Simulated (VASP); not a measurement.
# WSe2 (P6_3/mmc) in VASP: single point with PBEsol+D3(BJ)

Aim: the single point of WSe2 with PBEsol+D3(BJ).

All numbers are computed with VASP 6.6.1; they aren't measurements. Logs are shortened: lines on timing, memory, paths and dates and some standing lists are left out, and cuts for length are marked.

**1. The cell of the first run**

It takes space group P6_3/mmc (No. 194, hexagonal). The conventional cell has a = 3.230 Å, b = 3.230 Å, c = 12.415 Å, α = 90.00°, β = 90.00°, γ = 120.00°. Within 3.3 Å of W (site symmetry -6m2) lie 6 Se at 2.51 Å and 6 W at 3.23 Å. Se (site symmetry 3m) has 3 W at 2.51 Å and 10 Se at 3.23 to 3.40 Å within 3.5 Å.

**2. Single point, PBEsol+D3(BJ)**

POSCAR

```
WSe2
1.0
    3.2304557874      0.0000000000      0.0000000000
   -1.6152278937      2.7976567777      0.0000000000
    0.0000000000      0.0000000000     12.4145013743
W Se
2 4
Direct
    0.3333333333      0.6666666667      0.2500000000
    0.6666666667      0.3333333333      0.7500000000
    0.3333333333      0.6666666667      0.6145805821
    0.6666666667      0.3333333333      0.1145805821
    0.3333333333      0.6666666667      0.8854194179
    0.6666666667      0.3333333333      0.3854194179
```

INCAR.step1

```
PREC = Accurate
ENCUT = 520
EDIFF = 1E-6
ISMEAR = 0
SIGMA = 0.02
LREAL = False
LASPH = True
NELM = 60
ALGO = Normal
ISIF = 2
LWAVE = False
LCHARG = True
LMAXMIX = 4
GGA = PS
IVDW = 12
NBANDS = 35
```

KPOINTS.step1

```
Automatic mesh
0
Gamma
  12 12 2
```

INCAR.step2

```
PREC = Accurate
ENCUT = 520
EDIFF = 1E-6
ISMEAR = -5
SIGMA = 0.02
LREAL = False
LASPH = True
NELM = 60
ALGO = Normal
ISIF = 2
LWAVE = False
LCHARG = False
LMAXMIX = 4
GGA = PS
IVDW = 12
LORBIT = 10
NEDOS = 1001
ICHARG = 11
```

KPOINTS.step2

```
Automatic mesh
0
Gamma
  18 18 3
```

Potentials or basis: VASP PAW PBE potentials, release 64 (W_sv, Se).

The run is started by

```console
$ cat potpaw_PBE.64/W_sv/POTCAR potpaw_PBE.64/Se/POTCAR > POTCAR
$ cp INCAR.step1 INCAR
$ cp KPOINTS.step1 KPOINTS
$ mpirun -np 1 vasp_std > vasp.out
$ cp INCAR.step2 INCAR
$ cp KPOINTS.step2 KPOINTS
$ mpirun -np 1 vasp_std > vasp.out
```

OUTCAR:

```text
PREC = Accurate
   ENCUT = 520
   EDIFF = 1E-6
   ISMEAR = -5
   LREAL = False
   LASPH = True
   NELM = 60
   ISIF = 2
   GGA = PS
   IVDW = 12
   LORBIT = 10
   ICHARG = 11
 IVDW          = 12

 ion  position               nearest neighbor table
   1  0.333  0.667  0.250-   4 2.51   6 2.51   4 2.51   6 2.51   4 2.51   6 2.51
   2  0.667  0.333  0.750-   3 2.51   5 2.51   3 2.51   5 2.51   3 2.51   5 2.51
   3  0.333  0.667  0.615-   2 2.51   2 2.51   2 2.51
   4  0.667  0.333  0.115-   1 2.51   1 2.51   1 2.51
   5  0.333  0.667  0.885-   2 2.51   2 2.51   2 2.51
   6  0.667  0.333  0.385-   1 2.51   1 2.51   1 2.51

  LATTYP: Found a hexagonal cell.
 ALAT       =     3.2304557874
 C/A-ratio  =     3.8429565954

  Lattice vectors:

 A1 = (   3.2304557874,   0.0000000000,   0.0000000000)
 A2 = (  -1.6152278937,   2.7976567777,   0.0000000000)
 A3 = (   0.0000000000,   0.0000000000,  12.4145013743)

Analysis of symmetry for initial positions (statically):
=====================================================================
 Subroutine PRICEL returns:
 Original cell was already a primitive cell.

 Routine SETGRP: Setting up the symmetry group for a
 hexagonal supercell.

 Subroutine GETGRP returns: Found 24 space group operations
 (whereof 12 operations were pure point group operations)
 out of a pool of 24 trial point group operations.

The static configuration has the point symmetry D_3d.
 The point group associated with its full space group is D_6h.

Analysis of symmetry for dynamics (positions and initial velocities):
=====================================================================
 Subroutine PRICEL returns:
 Original cell was already a primitive cell.

 Routine SETGRP: Setting up the symmetry group for a
 hexagonal supercell.

 Subroutine GETGRP returns: Found 24 space group operations
 (whereof 12 operations were pure point group operations)
 out of a pool of 24 trial point group operations.

The dynamic configuration has the point symmetry D_3d.
 The point group associated with its full space group is D_6h.

 Subroutine INISYM returns: Found 24 space group operations
 (whereof 12 operations are pure point group operations),
 and found     1 'primitive' translations

----------------------------------------------------------------------------------------

                                     Primitive cell

  volume of cell :     112.1986

  direct lattice vectors                    reciprocal lattice vectors
     3.230455787  0.000000000  0.000000000     0.309553842  0.178720994  0.000000000
    -1.615227894  2.797656778  0.000000000     0.000000000  0.357441988  0.000000000
     0.000000000  0.000000000 12.414501374     0.000000000  0.000000000  0.080550960

  length of vectors
     3.230455787  3.230455787 12.414501374     0.357441988  0.357441988  0.080550960

  position of ions in fractional coordinates (direct lattice)
     0.333333333  0.666666667  0.250000000
     0.666666667  0.333333333  0.750000000
     0.333333333  0.666666667  0.614580582
     0.666666667  0.333333333  0.114580582
     0.333333333  0.666666667  0.885419418
     0.666666667  0.333333333  0.385419418

  ion indices of the primitive-cell ions
   primitive index   ion index
                 1           1
                 2           2
                 3           3
                 4           4
                 5           5
                 6           6

----------------------------------------------------------------------------------------

 KPOINTS: Automatic mesh

Automatic generation of k-mesh.
 Grid dimensions read from file:
 generate k-points for:   18   18    3

 Generating k-lattice:

  Cartesian coordinates                     Fractional coordinates (reciprocal lattice)
     0.017197436  0.009928944  0.000000000     0.055555556  0.000000000  0.000000000
     0.000000000  0.019857888  0.000000000     0.000000000  0.055555556  0.000000000
     0.000000000  0.000000000  0.026850320     0.000000000  0.000000000  0.333333333

  Length of vectors
     0.019857888  0.019857888  0.026850320

  Shift w.r.t. Gamma in fractional coordinates (k-lattice)
     0.000000000  0.000000000  0.000000000

 TETIRR: Found    828 inequivalent tetrahedra from     5832

 Subroutine IBZKPT returns following result:
 ===========================================

 Found     74 irreducible k-points:

 Following reciprocal coordinates:
            Coordinates               Weight
  0.000000  0.000000  0.000000      1.000000
  0.055556  0.000000  0.000000      6.000000
  0.111111  0.000000  0.000000      6.000000
  0.166667  0.000000  0.000000      6.000000
  0.222222 -0.000000  0.000000      6.000000
  0.277778 -0.000000  0.000000      6.000000
[... 16 lines left out ...]
  0.333333  0.111111  0.000000     12.000000
  0.388889  0.111111  0.000000     12.000000
 [... further k-points ...]
   k-points           NKPTS =     74   k-points in BZ     NKDIM =     74   number of bands    NBANDS=     31
   number of dos      NEDOS =   1001   number of ions     NIONS =      6
   total plane-waves  NPLWV =  55296
   dimension x,y,z NGX =    24 NGY =   24 NGZ =   96
   dimension x,y,z NGXF=    48 NGYF=   48 NGZF=  192
   ions per type =               2   4
   NGX,Y,Z   is equivalent  to a cutoff of  12.35, 12.35, 12.86 a.u.
   NGXF,Y,Z  is equivalent  to a cutoff of  24.70, 24.70, 25.71 a.u.
 SYSTEM =  unknown system
   PREC   = accura    normal or accurate (medium, high low for compatibility)
   ISTART =      0    job   : 0-new  1-cont  2-samecut
   ICHARG =     11    charge: 1-file 2-atom 10-const
   ISPIN  =      1    spin polarized calculation?
   LNONCOLLINEAR =      F non collinear calculations
   LSORBIT =      F    spin-orbit coupling
   LASPH  =      T    aspherical Exc in radial PAW
   ENCUT  =  520.0 eV  38.22 Ry    6.18 a.u.   6.01  6.01 23.08*2*pi/ulx,y,z
   NELM   =     60;   NELMIN=  2; NELMDL=  0     # of ELM steps
   EDIFF  = 0.1E-05   stopping-criterion for ELM
   LREAL  =      F    real-space projection
   EDIFFG = 0.1E-04   stopping-criterion for IOM
   NSW    =      0    number of steps for IOM
   IBRION =     -1    ionic relax: 0-MD 1-quasi-New 2-CG
   NFREE  =      0    steps in history (QN), initial steepest desc. (CG)
   ISIF   =      2    stress and relaxation
   ISYM   =      2    0-nonsym 1-usesym 2-fastsym
   POTIM  = 0.5000    time-step for ionic-motion
   TEBEG  =    0.0;   TEEND  =   0.0 temperature during run
   PSTRESS=    0.0 pullay stress
   NELECT =      52.0000    total number of electrons
   NUPDOWN=      -1.0000    fix difference up-down
   EMIN   =  10.00;   EMAX   =-10.00  energy-range for DOS
   EFERMI =   0.00;   METHOD = LEGACY
   ISMEAR =    -5;   SIGMA  =   0.02  broadening in eV -4-tet -1-fermi 0-gaus
   EFERMI_NEDOS =   21; number of points for ismear=-14 and -15
   IALGO  =     38    algorithm
   IMIX   =      4    mixing-type and parameters
     AMIX     =   0.40;   BMIX     =  1.00
     AMIX_MAG =   1.60;   BMIX_MAG =  1.00
  volume/ion in A,a.u.               =      18.70       126.19
  Fermi-wavevector in a.u.,A,eV,Ry     =   1.266913  2.394118 21.838281  1.605068
  Thomas-Fermi vector in A             =   2.400089
   LORBIT       =     10    0 simple, 1 ext, 2 COOP (PROOUT), +10 PAW based schemes
   GGA     = PS    functional components
   LHFCALC =     F    Hartree Fock is set to
   AEXX    =    0.0000 exact exchange contribution
   IVDW    =    12    specifies the selected vdW correction
   LEPSILON=     F    determine dielectric tensor
   LRPA    =     F    only Hartree local field effects (RPA)
 non-spin polarized calculation
 Fermi weights with tetrahedron method with Bloechl corrections
  energy-cutoff  :      520.00
  volume of cell :      112.20
 maximum number of plane-waves:      3064

 number of electron      52.0000015 magnetization

 Free energy of the ion-electron system (eV)
  ---------------------------------------------------
  ext. energy  EPLUGINS =         0.00000000
  ---------------------------------------------------
  free energy    TOTEN  =       -46.43198900 eV

  energy without entropy =      -46.43198900  energy(sigma->0) =      -46.43198900

 E-fermi :   7.1634     XC(G=0): -11.3902

 val. band max:        7.1633404464   @ k =   0.0000   0.0000   0.0000
 cond. band min:       7.8627232915   @ k =   0.1667   0.1667   0.0000
 fundamental gap:      0.6993828451
 Fermi energy:         7.1634369392

 k-point     1 :       0.0000    0.0000    0.0000
  band No.  band energies     occupation
      1     -67.1473      2.00000
      2     -67.1473      2.00000
      3     -31.4452      2.00000
      4     -31.4452      2.00000
      5     -31.2580      2.00000
      6     -31.2580      2.00000
[... 23 lines left out ...]
     30       9.8900      0.00000
     31       9.9147      0.00000

 k-point     2 :       0.0556    0.0000    0.0000
  band No.  band energies     occupation
      1     -67.1469      2.00000
      2     -67.1469      2.00000
      3     -31.4435      2.00000
      4     -31.4435      2.00000
      5     -31.2668      2.00000
      6     -31.2668      2.00000
[... 23 lines left out ...]
     30       9.7871      0.00000
     31       9.9092      0.00000

 k-point     3 :       0.1111    0.0000    0.0000
  band No.  band energies     occupation
      1     -67.1457      2.00000
      2     -67.1457      2.00000
      3     -31.4386      2.00000
      4     -31.4386      2.00000
      5     -31.2921      2.00000
      6     -31.2921      2.00000
[... 703 lines left out ...]
     30       9.6337      0.00000
     31       9.7254      0.00000

 k-point    24 :       0.3889    0.1111    0.0000
  band No.  band energies     occupation
      1     -67.1337      2.00000
      2     -67.1337      2.00000
      3     -31.5252      2.00000
      4     -31.5252      2.00000
      5     -31.3887      2.00000
      6     -31.3887      2.00000
[... 23 lines left out ...]
     30       9.7862      0.00000
     31       9.9750      0.00000

 [... further k-points ...]

------------------------ aborting loop because EDIFF is reached ----------------------------------------

 Edisp (eV)   -2.86013

 E8    (eV) :    -1.9240

  FORCE on cell =-STRESS in cart. coord.  units (eV):
  Direction    XX          YY          ZZ          XY          YZ          ZX
  --------------------------------------------------------------------------------------
  -------------------------------------------------------------------------------------
  Total       0.30303     0.30303     0.42867     0.00000     0.00000     0.00000
  in kB       4.32715     4.32715     6.12139     0.00000     0.00000     0.00000
  external pressure =        4.93 kB  Pullay stress =        0.00 kB

 VOLUME and BASIS-vectors are now :
 -----------------------------------------------------------------------------
  energy-cutoff  :      520.00
  volume of cell :      112.20
      direct lattice vectors                 reciprocal lattice vectors
     3.230455787  0.000000000  0.000000000     0.309553842  0.178720994  0.000000000
    -1.615227894  2.797656778  0.000000000     0.000000000  0.357441988  0.000000000
     0.000000000  0.000000000 12.414501374     0.000000000  0.000000000  0.080550960

 POSITION                                       TOTAL-FORCE (eV/Angst)
 -----------------------------------------------------------------------------------
     -0.00000      1.86510      3.10363         0.000000      0.000000      0.000000
      1.61523      0.93255      9.31088        -0.000000      0.000000      0.000000
     -0.00000      1.86510      7.62971        -0.000000     -0.000000     -0.064066
      1.61523      0.93255      1.42246        -0.000000     -0.000000     -0.064066
     -0.00000      1.86510     10.99204        -0.000000     -0.000000      0.064066
      1.61523      0.93255      4.78479        -0.000000     -0.000000      0.064066
 -----------------------------------------------------------------------------------
    total drift:                               -0.000000      0.000000     -0.000000

  FREE ENERGIE OF THE ION-ELECTRON SYSTEM (eV)
  ---------------------------------------------------
  free  energy   TOTEN  =       -49.2921222745 eV

  energy  without entropy=      -49.2921222745  energy(sigma->0) =      -49.29212227

 total charge

# of ion       s       p       d       tot
------------------------------------------
    1        2.318   6.298   3.438  12.054
    2        2.318   6.298   3.438  12.054
    3        1.479   2.355   0.079   3.913
    4        1.479   2.355   0.079   3.913
    5        1.479   2.355   0.079   3.913
    6        1.479   2.355   0.079   3.913
--------------------------------------------------
tot         10.551  22.017   7.193  39.762
```

Run time: 3.3 min. Hardware: 1 thread of Intel Xeon Platinum 8259CL at 2.50GHz (Skylake/Cascade Lake), shared host; peak memory 0.36 GiB.

Results:

* Valence electrons inside the program's atomic spheres: W 12.05; Se 3.91
* Dispersion energy per atom: -0.477 eV

Caveat: the PAW data sets were made with another functional, which shifts forces and pressure a little; spin-orbit coupling is left out, which moves the levels of the heavy elements.
